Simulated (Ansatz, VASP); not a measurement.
# KTaO3: VASP beside Ansatz

```
CELL_PARAMETERS angstrom
3.98830 -0.05982 -0.05982
-0.05982 3.98830 -0.05982
-0.05982 -0.05982 3.98830
ATOMIC_POSITIONS crystal
K 0.50000 0.50000 0.50000
Ta 0.00000 0.00000 0.00000
O 0.50000 0.00000 0.00000
O 0.00000 0.50000 0.00000
O 0.00000 0.00000 0.50000
```

Change from the starting cell: equal xy, yz and zx shear strains of -3 %, crystal datasets.

Alike in both runs: task electric field gradients; functional PBE; k mesh 5 × 5 × 5; occupations fermi-dirac, width 0.01 eV; no spin polarisation.

|  | VASP | Ansatz |
| --- | --- | --- |
| version | VASP 6.6.1 | Ansatz 0.2.0 |
| potentials or method | VASP PAW PBE potentials, release 64 (K_sv, Ta_pv, O), cutoff 520 eV | all-electron PAW with datasets made for the crystal, scalar-relativistic |

Ansatz gave:

| Property | Result |
| --- | --- |
| gap on the k mesh at the Fermi level (eV) | 2.21 |
| pressure (GPa) | 5.6 |
| traceless stress, the component that is largest in VASP (GPa) | 3.03 |
| size of Vzz on the site where it differs most (V/Å²) | 76.3 |

Q: What did VASP give for the same quantities?

A: gap on the k mesh at the Fermi level (eV): 2.16; pressure (GPa): 6.2; traceless stress, the component that is largest in VASP (GPa): 3.04; size of Vzz on the site where it differs most (V/Å²): 68.7.

Ansatz ran all-electron here, and VASP with PAW potentials.

Spin-orbit coupling is off throughout.
